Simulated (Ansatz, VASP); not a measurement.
**One calculation of Be3ZnSe4, two programs**

```
Be Zn Se
1.0
    -2.66114    2.66114    5.29872
     2.66114   -2.66114    5.29872
     2.66114    2.66114   -5.29872
Be Zn Se
3 1 4
Direct
  0.75000 0.25000 0.50000
  0.25000 0.75000 0.50000
  0.50000 0.50000 0.00000
  0.00000 0.00000 0.00000
  0.39815 0.86496 0.00000
  0.86496 0.39815 0.00000
  0.60185 0.60185 0.46682
  0.13504 0.13504 0.53318
```

Alike in both runs: functional PBE; k mesh 6 × 6 × 6; occupations gaussian, width 0.02 eV; no spin polarisation.

Ansatz relaxed the structure, and its values are those at the end. VASP's run is a single point on that final structure, the one shown.

|  | VASP | Ansatz |
| --- | --- | --- |
| version | VASP 6.6.1 | Ansatz 0.2.0 |
| potentials or method | VASP PAW PBE potentials, release 64 (Be, Zn, Se), cutoff 520 eV | scalar-relativistic, plane waves, PAW |
| valence electrons in the cell | 42 | 82 |

Ansatz gave:

```
gap on the k mesh at the Fermi level (eV) : 2.74
least direct gap on the mesh (eV)         : 2.74
pressure (GPa)                            : 0.0
rms of the force components (eV/Å)        : 0.002
```

**Question.** What did VASP give for the same quantities?

**Answer.** gap on the k mesh at the Fermi level (eV): 2.73; least direct gap on the mesh (eV): 2.73; pressure (GPa): 0.2; rms of the force components (eV/Å): 0.004.

VASP's potentials hold 42 valence electrons a cell and Ansatz's 82, so a difference there can come from the potentials and not from the codes.
